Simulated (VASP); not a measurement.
The system is TiO2.

```
Ti O
1.0
     4.81270    0.00000    0.00000
     0.00000    4.87188    0.00000
    -0.86289    0.00000    4.96659
Ti O
4 8
Direct
  0.27744 0.05281 0.21315
  0.72256 0.55281 0.28685
  0.72256 0.94719 0.78685
  0.27744 0.44719 0.71315
  0.06384 0.17697 0.85156
  0.93616 0.67697 0.64844
  0.93616 0.82303 0.14844
  0.06384 0.32303 0.35156
  0.44536 0.75763 0.46677
  0.55464 0.25763 0.03323
  0.55464 0.24237 0.53323
  0.44536 0.74237 0.96677
```

Program: VASP 6.6.1. Alike in all runs: task single point; no spin polarisation; cell as given; k mesh 6 × 6 × 6; cutoff (eV) 600.

Question: Order these runs on this cell by their pressure, lowest first.
A. level PBE; potentials or basis VASP PAW PBE potentials, release 64 (Ti_sv, O); smearing gaussian 0.014 eV
B. level LDA+U; potentials or basis VASP PAW LDA potentials, release 64 (Ti_sv, O); U Ti d U = 8.0 eV; smearing fermi-dirac 0.05 eV
C. level LDA+U; potentials or basis VASP PAW LDA potentials, release 64 (Ti_sv, O); U Ti d U = 3.0 eV; smearing fermi-dirac 0.05 eV

Answer: C (-2.9 GPa), A (4.7 GPa), B (8.7 GPa).

Caveats: the cell stands under pressure (at least some runs).
